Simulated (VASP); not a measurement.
# BaTiO3 (P4mm) in VASP: a series of runs

BaTiO3 is run at these levels: PBE, LDA; tasks: single point.

All numbers are computed with VASP 6.6.1; they aren't measurements. Logs are shortened: lines on timing, memory, paths and dates and some standing lists are left out, and cuts for length are marked.

**1. The cell of the first run**

Symmetry: P4mm, No. 99, tetragonal system. The conventional cell has a = 4.000 Å, b = 4.000 Å, c = 4.018 Å, α = 90.00°, β = 90.00°, γ = 90.00°. Ba (site symmetry 4mm) has 12 O at 2.79 to 2.88 Å and 8 Ti at 3.45 to 3.49 Å within 3.7 Å. Ti (site symmetry 4mm) has 6 O at 1.89 to 2.13 Å within 2.5 Å. Within 2.5 Å of O (site symmetry 4mm) lie 2 Ti at 1.89 to 2.13 Å. O (site symmetry 2mm) has 2 Ti at 2.00 Å within 2.7 Å.

**2. Single point, PBE**

Input file INCAR:

```
ALGO = Normal ; EDIFF = 1E-6
ENCUT = 520 ; GGA = PE
ISIF = 2 ; ISMEAR = 0
LASPH = True ; LCHARG = False
LREAL = False ; LWAVE = False
NBANDS = 28 ; NELM = 100
PREC = Accurate ; SIGMA = 0.01
```

Input file KPOINTS:

```
k-points
0
Gamma
  4 4 4
```

Input file POSCAR:

```
BaTiO3
1.0
    3.9998000000      0.0000000000      0.0000000000
    0.0000000000      3.9998000000      0.0000000000
    0.0000000000      0.0000000000      4.0180000000
Ba Ti O
1 1 3
Direct
    0.0000000000      0.0000000000      0.0000000000
    0.5000000000      0.5000000000      0.4900000000
    0.5000000000      0.5000000000      0.0190000000
    0.5000000000      0.0000000000      0.5170000000
    0.0000000000      0.5000000000      0.5170000000
```

Potentials or basis: VASP PAW PBE potentials, release 64 (Ba_sv, Ti_sv, O).

On the command line:

```bash
cat potpaw_PBE.64/Ba_sv/POTCAR potpaw_PBE.64/Ti_sv/POTCAR potpaw_PBE.64/O/POTCAR > POTCAR
mpirun -np 1 vasp_std > vasp.out
```

OUTCAR:

```text
EDIFF = 1E-6
   ENCUT = 520
   GGA = PE
   ISIF = 2
   ISMEAR = 0
   LASPH = True
   LREAL = False
   NELM = 100
   PREC = Accurate

 ion  position               nearest neighbor table
   1  0.000  0.000  0.000-   4 2.79   5 2.79   5 2.79   4 2.79   3 2.83   3 2.83   3 2.83   3 2.83
                             4 2.88   5 2.88   5 2.88   4 2.88   2 3.45   2 3.45   2 3.45   2 3.45
   2  0.500  0.500  0.490-   3 1.89   4 2.00   5 2.00   4 2.00   5 2.00   3 2.13   1 3.45   1 3.45
                             1 3.45   1 3.45   1 3.49   1 3.49   1 3.49   1 3.49
   3  0.500  0.500  0.019-   2 1.89   2 2.13   1 2.83   1 2.83   1 2.83   1 2.83
   4  0.500  0.000  0.517-   2 2.00   2 2.00   1 2.79   1 2.79   1 2.88   1 2.88
   5  0.000  0.500  0.517-   2 2.00   2 2.00   1 2.79   1 2.79   1 2.88   1 2.88

  LATTYP: Found a simple tetragonal cell.
 ALAT       =     3.9998000000
 C/A-ratio  =     1.0045502275

  Lattice vectors:

 A1 = (   3.9998000000,   0.0000000000,   0.0000000000)
 A2 = (   0.0000000000,   3.9998000000,   0.0000000000)
 A3 = (   0.0000000000,   0.0000000000,   4.0180000000)

Analysis of symmetry for initial positions (statically):
=====================================================================
 Subroutine PRICEL returns:
 Original cell was already a primitive cell.

 Routine SETGRP: Setting up the symmetry group for a
 simple tetragonal supercell.

 Subroutine GETGRP returns: Found  8 space group operations
 (whereof  8 operations were pure point group operations)
 out of a pool of 16 trial point group operations.

The static configuration has the point symmetry C_4v.

Analysis of symmetry for dynamics (positions and initial velocities):
=====================================================================
 Subroutine PRICEL returns:
 Original cell was already a primitive cell.

 Routine SETGRP: Setting up the symmetry group for a
 simple tetragonal supercell.

 Subroutine GETGRP returns: Found  8 space group operations
 (whereof  8 operations were pure point group operations)
 out of a pool of 16 trial point group operations.

The dynamic configuration has the point symmetry C_4v.

 Subroutine INISYM returns: Found  8 space group operations
 (whereof  8 operations are pure point group operations),
 and found     1 'primitive' translations

----------------------------------------------------------------------------------------

                                     Primitive cell

  volume of cell :      64.2816

  direct lattice vectors                    reciprocal lattice vectors
     3.999800000  0.000000000  0.000000000     0.250012501  0.000000000  0.000000000
     0.000000000  3.999800000  0.000000000     0.000000000  0.250012501  0.000000000
     0.000000000  0.000000000  4.018000000     0.000000000  0.000000000  0.248880040

  length of vectors
     3.999800000  3.999800000  4.018000000     0.250012501  0.250012501  0.248880040

  position of ions in fractional coordinates (direct lattice)
     0.000000000  0.000000000  0.000000000
     0.500000000  0.500000000  0.490000000
     0.500000000  0.500000000  0.019000000
     0.500000000  0.000000000  0.517000000
     0.000000000  0.500000000  0.517000000

  ion indices of the primitive-cell ions
   primitive index   ion index
                 1           1
                 2           2
                 3           3
                 4           4
                 5           5

----------------------------------------------------------------------------------------

 KPOINTS: k-points

Automatic generation of k-mesh.
 Grid dimensions read from file:
 generate k-points for:    4    4    4

 Generating k-lattice:

  Cartesian coordinates                     Fractional coordinates (reciprocal lattice)
     0.062503125  0.000000000  0.000000000     0.250000000  0.000000000  0.000000000
     0.000000000  0.062503125  0.000000000     0.000000000  0.250000000  0.000000000
     0.000000000  0.000000000  0.062220010     0.000000000  0.000000000  0.250000000

  Length of vectors
     0.062503125  0.062503125  0.062220010

  Shift w.r.t. Gamma in fractional coordinates (k-lattice)
     0.000000000  0.000000000  0.000000000

 Subroutine IBZKPT returns following result:
 ===========================================

 Found     18 irreducible k-points:

 Following reciprocal coordinates:
            Coordinates               Weight
  0.000000  0.000000  0.000000      1.000000
  0.250000  0.000000  0.000000      4.000000
  0.500000  0.000000  0.000000      2.000000
  0.250000  0.250000  0.000000      4.000000
  0.500000  0.250000  0.000000      4.000000
  0.500000  0.500000  0.000000      1.000000
[... 10 lines left out ...]
  0.500000  0.250000  0.500000      4.000000
  0.500000  0.500000  0.500000      1.000000
   k-points           NKPTS =     18   k-points in BZ     NKDIM =     18   number of bands    NBANDS=     28
   number of dos      NEDOS =    301   number of ions     NIONS =      5
   total plane-waves  NPLWV =  27000
   dimension x,y,z NGX =    30 NGY =   30 NGZ =   30
   dimension x,y,z NGXF=    60 NGYF=   60 NGZF=   60
   ions per type =               1   1   3
   NGX,Y,Z   is equivalent  to a cutoff of  12.47, 12.47, 12.41 a.u.
   NGXF,Y,Z  is equivalent  to a cutoff of  24.94, 24.94, 24.83 a.u.
 SYSTEM =  unknown system
   PREC   = accura    normal or accurate (medium, high low for compatibility)
   ISTART =      0    job   : 0-new  1-cont  2-samecut
   ICHARG =      2    charge: 1-file 2-atom 10-const
   ISPIN  =      1    spin polarized calculation?
   LNONCOLLINEAR =      F non collinear calculations
   LSORBIT =      F    spin-orbit coupling
   LASPH  =      T    aspherical Exc in radial PAW
   ENCUT  =  520.0 eV  38.22 Ry    6.18 a.u.   7.44  7.44  7.47*2*pi/ulx,y,z
   NELM   =    100;   NELMIN=  2; NELMDL= -5     # of ELM steps
   EDIFF  = 0.1E-05   stopping-criterion for ELM
   LREAL  =      F    real-space projection
   EDIFFG = 0.1E-04   stopping-criterion for IOM
   NSW    =      0    number of steps for IOM
   IBRION =     -1    ionic relax: 0-MD 1-quasi-New 2-CG
   NFREE  =      0    steps in history (QN), initial steepest desc. (CG)
   ISIF   =      2    stress and relaxation
   ISYM   =      2    0-nonsym 1-usesym 2-fastsym
   POTIM  = 0.5000    time-step for ionic-motion
   TEBEG  =    0.0;   TEEND  =   0.0 temperature during run
   PSTRESS=    0.0 pullay stress
   NELECT =      40.0000    total number of electrons
   NUPDOWN=      -1.0000    fix difference up-down
   EMIN   =  10.00;   EMAX   =-10.00  energy-range for DOS
   EFERMI =   0.00;   METHOD = LEGACY
   ISMEAR =     0;   SIGMA  =   0.01  broadening in eV -4-tet -1-fermi 0-gaus
   EFERMI_NEDOS =   21; number of points for ismear=-14 and -15
   IALGO  =     38    algorithm
   IMIX   =      4    mixing-type and parameters
     AMIX     =   0.40;   BMIX     =  1.00
     AMIX_MAG =   1.60;   BMIX_MAG =  1.00
  volume/ion in A,a.u.               =      12.86        86.76
  Fermi-wavevector in a.u.,A,eV,Ry     =   1.397653  2.641181 26.578078  1.953434
  Thomas-Fermi vector in A             =   2.520888
   LORBIT       =      0    0 simple, 1 ext, 2 COOP (PROOUT), +10 PAW based schemes
   GGA     = PE    functional components
   LHFCALC =     F    Hartree Fock is set to
   AEXX    =    0.0000 exact exchange contribution
   IVDW    =     0    specifies the selected vdW correction
   LEPSILON=     F    determine dielectric tensor
   LRPA    =     F    only Hartree local field effects (RPA)
 non-spin polarized calculation
 Gauss-broadening in eV      SIGMA  =   0.01
  energy-cutoff  :      520.00
  volume of cell :       64.28
 maximum number of plane-waves:      1755
 NGX is ok and might be reduce to    30
   NGX = 15   NGY = 15   NGZ = 15

 number of electron      39.9999977 magnetization

 Free energy of the ion-electron system (eV)
  ---------------------------------------------------
  ext. energy  EPLUGINS =         0.00000000
  ---------------------------------------------------
  free energy    TOTEN  =       -39.97207236 eV

  energy without entropy =      -39.97207236  energy(sigma->0) =      -39.97207236

 E-fermi :   3.9452     XC(G=0): -11.2423

 val. band max:        3.8497924745   @ k =   0.5000   0.5000   0.5000
 cond. band min:       5.6113556906   @ k =   0.0000   0.0000   0.0000
 fundamental gap:      1.7615632160
 Fermi energy:         3.9452428822

 k-point     1 :       0.0000    0.0000    0.0000
  band No.  band energies     occupation
      1     -52.7644      2.00000
      2     -29.0035      2.00000
      3     -28.9756      2.00000
      4     -28.9756      2.00000
      5     -21.0124      2.00000
      6     -13.0728      2.00000
[... 20 lines left out ...]
     27       8.8954      0.00000
     28      11.1456      0.00000

 k-point     2 :       0.2500    0.0000    0.0000
  band No.  band energies     occupation
      1     -52.7639      2.00000
      2     -29.0029      2.00000
      3     -29.0015      2.00000
      4     -28.9746      2.00000
      5     -20.9534      2.00000
      6     -13.1523      2.00000
[... 20 lines left out ...]
     27       9.9702      0.00000
     28      12.1781      0.00000

 k-point     3 :       0.5000    0.0000    0.0000
  band No.  band energies     occupation
      1     -52.7634      2.00000
      2     -29.0280      2.00000
      3     -29.0015      2.00000
      4     -28.9736      2.00000
      5     -20.8927      2.00000
      6     -13.3084      2.00000
[... 20 lines left out ...]
     27      11.3971      0.00000
     28      12.0191      0.00000

 k-point     4 :       0.2500    0.2500    0.0000
  band No.  band energies     occupation
      1     -52.7634      2.00000
      2     -29.0022      2.00000
      3     -29.0003      2.00000
      4     -29.0001      2.00000
      5     -20.9046      2.00000
      6     -13.0578      2.00000
[... 392 lines left out ...]
     27      12.0277      0.00000
     28      12.1604      0.00000

 k-point    17 :       0.5000    0.2500    0.5000
  band No.  band energies     occupation
      1     -52.7619      2.00000
      2     -29.0492      2.00000
      3     -29.0235      2.00000
      4     -28.9971      2.00000
      5     -20.7861      2.00000
      6     -12.4333      2.00000
[... 20 lines left out ...]
     27      11.8668      0.00000
     28      12.0419      0.00000

 k-point    18 :       0.5000    0.5000    0.5000
  band No.  band energies     occupation
      1     -52.7614      2.00000
      2     -29.0480      2.00000
      3     -29.0223      2.00000
      4     -29.0223      2.00000
      5     -20.7523      2.00000
      6     -12.2301      2.00000
[... 20 lines left out ...]
     27      11.4590      0.00000
     28      11.6427      0.00000

------------------------ aborting loop because EDIFF is reached ----------------------------------------

  FORCE on cell =-STRESS in cart. coord.  units (eV):
  Direction    XX          YY          ZZ          XY          YZ          ZX
  --------------------------------------------------------------------------------------
  -------------------------------------------------------------------------------------
  Total        1.5680616      1.5680616      1.9667701      0.0000000      0.0000000      0.0000000
  in kB       39.0829402     39.0829402     49.0204942      0.0000000      0.0000000      0.0000000
  external PRESSURE =      42.3954582 kB  Pullay stress =       0.0000000 kB

 VOLUME and BASIS-vectors are now :
 -----------------------------------------------------------------------------
  energy-cutoff  :      520.00
  volume of cell :       64.28
      direct lattice vectors                 reciprocal lattice vectors
     3.999800000  0.000000000  0.000000000     0.250012501  0.000000000  0.000000000
     0.000000000  3.999800000  0.000000000     0.000000000  0.250012501  0.000000000
     0.000000000  0.000000000  4.018000000     0.000000000  0.000000000  0.248880040

 POSITION                                       TOTAL-FORCE (eV/Angst)
 -----------------------------------------------------------------------------------
      0.00000      0.00000      0.00000         0.000000     -0.000000      0.071824
      1.99990      1.99990      1.96882         0.000000     -0.000000     -0.199481
      1.99990      1.99990      0.07634         0.000000      0.000000      0.305283
      1.99990      0.00000      2.07731         0.000000     -0.000000     -0.088813
      0.00000      1.99990      2.07731        -0.000000     -0.000000     -0.088813
 -----------------------------------------------------------------------------------
    total drift:                                0.000000      0.000000      0.000063

  FREE ENERGIE OF THE ION-ELECTRON SYSTEM (eV)
  ---------------------------------------------------
  free  energy   TOTEN  =       -39.9720723568 eV

  energy  without entropy=      -39.9720723568  energy(sigma->0) =      -39.97207236
```

It took 28 s on 1 thread of Intel Xeon Platinum 8488C (Sapphire Rapids), shared host; peak memory 0.15 GiB.

Results:

```
Free energy            : -39.9721 eV
Pressure               : 4.2 GPa
Largest force          : 0.305 eV/Å
Band gap on the k mesh : 1.76 eV, indirect (least direct gap 2.05 eV)
```

Forces in eV/Å, atoms in the order of the input:
```
Ba   0.000  0.000  0.072
Ti   0.000  0.000 -0.199
O    0.000  0.000  0.305
O    0.000  0.000 -0.089
O    0.000  0.000 -0.089
```

Levels at points of the mesh, in eV from the valence-band top:
```csv
k point,band 18,band 19,band 20,band 21,band 22,band 23
"(0.00, 0.00, 0.00)",-0.31,-0.29,-0.29,1.76,1.98,1.98
"(0.50, 0.00, 0.00)",-1.73,-0.94,-0.84,2.11,3.48,3.51
"(0.50, 0.50, 0.00)",-0.97,-0.97,-0.09,3.52,3.52,3.91
"(0.00, 0.00, 0.50)",-1.94,-0.71,-0.71,1.92,3.54,3.54
"(0.50, 0.00, 0.50)",-0.91,-0.89,-0.17,3.50,3.55,3.90
"(0.50, 0.50, 0.50)",-0.08,-0.08,0.00,4.15,4.15,4.15
```

Caveat: spin-orbit coupling is left out, which moves the levels of the heavy elements.

**3. Single point, LDA**

Input file INCAR:

```
SYSTEM = BaTiO3
ALGO = Normal
EDIFF = 1E-7
ENCUT = 520
GGA = CA
ISIF = 2
ISMEAR = 0
LASPH = .True.
LCHARG = .False.
LREAL = .False.
LWAVE = .False.
NBANDS = 28
NELM = 80
PREC = Accurate
SIGMA = 0.01
```

Input file KPOINTS:

```
k-points
0
Gamma
  4 4 4
  0 0 0
```

POSCAR is that of step 2.

Potentials or basis: VASP PAW LDA potentials, release 64 (Ba_sv, Ti_sv, O).

On the command line:

```bash
cat potpaw_LDA.64/Ba_sv/POTCAR potpaw_LDA.64/Ti_sv/POTCAR potpaw_LDA.64/O/POTCAR > POTCAR
mpirun -np 1 vasp_std > vasp.out
```

OUTCAR:

```text
SYSTEM = BaTiO3
   EDIFF = 1E-7
   ENCUT = 520
   GGA = CA
   ISIF = 2
   ISMEAR = 0
   LASPH = .True.
   LREAL = .False.
   NELM = 80
   PREC = Accurate

 ion  position               nearest neighbor table
   1  0.000  0.000  0.000-   4 2.79   5 2.79   5 2.79   4 2.79   3 2.83   3 2.83   3 2.83   3 2.83
                             4 2.88   5 2.88   5 2.88   4 2.88   2 3.45   2 3.45   2 3.45   2 3.45
   2  0.500  0.500  0.490-   3 1.89   4 2.00   5 2.00   4 2.00   5 2.00   3 2.13   1 3.45   1 3.45
                             1 3.45   1 3.45   1 3.49   1 3.49   1 3.49   1 3.49
   3  0.500  0.500  0.019-   2 1.89   2 2.13   1 2.83   1 2.83   1 2.83   1 2.83
   4  0.500  0.000  0.517-   2 2.00   2 2.00   1 2.79   1 2.79   1 2.88   1 2.88
   5  0.000  0.500  0.517-   2 2.00   2 2.00   1 2.79   1 2.79   1 2.88   1 2.88

  LATTYP: Found a simple tetragonal cell.
 ALAT       =     3.9998000000
 C/A-ratio  =     1.0045502275

  Lattice vectors:

 A1 = (   3.9998000000,   0.0000000000,   0.0000000000)
 A2 = (   0.0000000000,   3.9998000000,   0.0000000000)
 A3 = (   0.0000000000,   0.0000000000,   4.0180000000)

Analysis of symmetry for initial positions (statically):
[... 175 lines left out ...]
 val. band max:        3.5373792155   @ k =   0.5000   0.5000   0.5000
 cond. band min:       5.2099011867   @ k =   0.0000   0.0000   0.0000
 fundamental gap:      1.6725219711
 Fermi energy:         3.6676949877

 k-point     1 :       0.0000    0.0000    0.0000
  band No.  band energies     occupation
      1     -52.3265      2.00000
      2     -28.9692      2.00000
      3     -28.9403      2.00000
      4     -28.9403      2.00000
      5     -21.1661      2.00000
      6     -13.0717      2.00000
[... 547 lines left out ...]
     27      11.1732      0.00000
     28      11.3515      0.00000

------------------------ aborting loop because EDIFF is reached ----------------------------------------

  FORCE on cell =-STRESS in cart. coord.  units (eV):
  Direction    XX          YY          ZZ          XY          YZ          ZX
  --------------------------------------------------------------------------------------
  -------------------------------------------------------------------------------------
  Total       -2.7337624     -2.7337624     -2.3123442      0.0000000     -0.0000000      0.0000000
  in kB      -68.1372924    -68.1372924    -57.6337097      0.0000000     -0.0000000      0.0000000
  external PRESSURE =     -64.6360982 kB  Pullay stress =       0.0000000 kB

 VOLUME and BASIS-vectors are now :
 -----------------------------------------------------------------------------
  energy-cutoff  :      520.00
  volume of cell :       64.28
      direct lattice vectors                 reciprocal lattice vectors
     3.999800000  0.000000000  0.000000000     0.250012501  0.000000000  0.000000000
     0.000000000  3.999800000  0.000000000     0.000000000  0.250012501  0.000000000
     0.000000000  0.000000000  4.018000000     0.000000000  0.000000000  0.248880040

 POSITION                                       TOTAL-FORCE (eV/Angst)
 -----------------------------------------------------------------------------------
      0.00000      0.00000      0.00000        -0.000000      0.000000      0.034580
      1.99990      1.99990      1.96882        -0.000000      0.000000     -0.241102
      1.99990      1.99990      0.07634        -0.000000     -0.000000      0.396340
      1.99990      0.00000      2.07731        -0.000000      0.000000     -0.094909
      0.00000      1.99990      2.07731         0.000000      0.000000     -0.094909
 -----------------------------------------------------------------------------------
    total drift:                                0.000000      0.000000      0.000102

  FREE ENERGIE OF THE ION-ELECTRON SYSTEM (eV)
  ---------------------------------------------------
  free  energy   TOTEN  =       -44.1037006312 eV

  energy  without entropy=      -44.1037006312  energy(sigma->0) =      -44.10370063
```

It took 28 s on 1 thread of Intel Xeon Platinum 8488C (Sapphire Rapids), shared host; peak memory 0.14 GiB.

Results:

| Item | Value |
| --- | --- |
| Free energy | -44.1037 eV |
| Pressure | -6.5 GPa |
| Largest force | 0.396 eV/Å |
| Band gap on the k mesh | 1.67 eV, indirect (least direct gap 1.96 eV) |

Forces on the atoms (eV/Å):
```
Ba   0.000  0.000  0.035
Ti   0.000  0.000 -0.241
O    0.000  0.000  0.396
O    0.000  0.000 -0.095
O    0.000  0.000 -0.095
```

Levels at points of the mesh, in eV from the valence-band top:
| k point | band 18 | band 19 | band 20 | band 21 | band 22 | band 23 |
| --- | --- | --- | --- | --- | --- | --- |
| (0.00, 0.00, 0.00) | -0.30 | -0.29 | -0.29 | 1.67 | 1.90 | 1.90 |
| (0.50, 0.00, 0.00) | -1.77 | -0.96 | -0.84 | 2.04 | 3.45 | 3.48 |
| (0.50, 0.50, 0.00) | -0.97 | -0.97 | -0.09 | 3.50 | 3.50 | 3.88 |
| (0.00, 0.00, 0.50) | -1.97 | -0.71 | -0.71 | 1.84 | 3.51 | 3.51 |
| (0.50, 0.00, 0.50) | -0.90 | -0.89 | -0.17 | 3.47 | 3.52 | 3.87 |
| (0.50, 0.50, 0.50) | -0.08 | -0.08 | 0.00 | 4.13 | 4.13 | 4.13 |

Caveat: spin-orbit coupling is left out, which moves the levels of the heavy elements. A k mesh can miss the band edges.
